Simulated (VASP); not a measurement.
Set up this calculation in VASP 6.6.1, as the native input.

```
Task                   : single point
Functional             : PBE
Potentials or basis    : VASP PAW PBE potentials, release 64 (Li_sv)
Cutoff                 : 520 eV
k mesh                 : 13 × 13 × 13
Occupations            : fermi-dirac, width 0.08 eV
Spin                   : no spin polarisation
Dipole correction      : no
Further INCAR settings : ALGO = Normal; EDIFF = 1e-06; NBANDS = 10
```

The structure of Li lies in POSCAR:

```
Li
1.0
    1.1688390225     -0.6748295243      3.8471846972
    0.0000000000      1.3496590485      3.8471846972
   -1.1688390225     -0.6748295243      3.8471846972
Li
2
Direct
    0.2500000000      0.2500000000      0.2500000000
   -0.2500000000     -0.2500000000     -0.2500000000
```

This cell differs from its parent crystal: volume scaled by 0.45.

One way to write it, as run:

INCAR

```
SYSTEM = Li
ALGO = Normal
EDIFF = 1E-6
ENCUT = 520
GGA = PE
ISIF = 2
ISMEAR = -1
LASPH = .True.
LCHARG = .False.
LREAL = .False.
LWAVE = .False.
NBANDS = 10
NELM = 80
PREC = Accurate
SIGMA = 0.08
```

KPOINTS

```
k-points
0
Gamma
  13 13 13
  0 0 0
```

Potentials or basis: VASP PAW PBE potentials, release 64 (Li_sv).

The run is started by

```console
$ cat potpaw_PBE.64/Li_sv/POTCAR > POTCAR
$ mpirun -np 1 vasp_std > vasp.out
```

It gave:

```
Band gap on the k mesh : zero (band 3 reaches 6.02 eV, above the bottom of band 4 at 1.10 eV)
```

Run time: 46 s on 1 thread of Intel(R) Xeon(R) Platinum 8488C (Sapphire Rapids), on a shared host, peak memory 0.17 GiB.
